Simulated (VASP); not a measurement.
Wanted: the native input for a VASP 6.6.1 run.

```
Task                   : single point
Functional             : PBE
Potentials or basis    : VASP PAW PBE potentials, release 64 (Sb, As, Se)
Cutoff                 : 520 eV
k mesh                 : 5 × 5 × 5
Occupations            : fermi-dirac, width 0.0298 eV
Spin                   : no spin polarisation
Dipole correction      : no
Further INCAR settings : ALGO = Normal; EDIFF = 1e-06; NBANDS = 38
```

The structure of Sb2AsSe2 lies in POSCAR:

```
Sb2AsSe2
1.0
    0.0000000000      4.1099870000      0.0000000000
    5.5799900000     -2.0549940000      0.0000000000
   -0.0489590000      2.0549940000    -11.7274680000
Sb As Se
4 2 4
Direct
    0.9548000000      0.7341000000      0.8245000000
    0.0452000000      0.2659000000      0.1755000000
    0.8119000000      0.2259000000      0.6021000000
    0.1881000000      0.7741000000      0.3979000000
    0.3942000000      0.7728000000      0.9844000000
    0.6058000000      0.2272000000      0.0156000000
    0.2114000000      0.1852000000      0.7624000000
    0.7886000000      0.8148000000      0.2376000000
    0.5937000000      0.7790000000      0.5916000000
    0.4063000000      0.2210000000      0.4084000000
```

One way to write it, as run:

INCAR

```
PREC     = Accurate       # precision mode
ENCUT    = 520            # plane-wave cutoff, eV
EDIFF    = 1E-6           # SCF threshold, eV
ISMEAR   = -1             # smearing method
SIGMA    = 0.0298         # smearing width, eV
LREAL    = F              # projectors in reciprocal space
LASPH    = T              # aspherical terms in the spheres
NELM     = 100            # most SCF steps
ALGO     = Normal         # electronic algorithm
ISIF     = 2              # what is computed and relaxed
LWAVE    = F              # write WAVECAR
LCHARG   = F              # write CHGCAR
GGA      = PE             # functional
NBANDS   = 38             # bands
```

KPOINTS

```
regular mesh
0
Gamma
  5 5 5
```

Potentials or basis: VASP PAW PBE potentials, release 64 (Sb, As, Se).

Command:

```console
$ cat potpaw_PBE.64/Sb/POTCAR potpaw_PBE.64/As/POTCAR potpaw_PBE.64/Se/POTCAR > POTCAR
$ mpirun -np 1 vasp_std > vasp.out
```

It gave:

The pressure is 1.4 GPa, the largest force is 1.172 eV/Å and the band gap on the k mesh is 0.36 eV (least direct gap 0.41 eV).

Caveat: spin-orbit coupling is left out, which moves the levels of the heavy elements; an odd mesh through Γ misses points on the zone boundary, where band edges can lie; forces of over 1 eV/Å act on the atoms, so gaps and moduli don't describe the material at rest.

It took 7.7 min on 1 thread of Intel(R) Xeon(R) Platinum 8259CL CPU @ 2.50GHz (Skylake/Cascade Lake), on a shared host, peak memory 0.6 GiB.
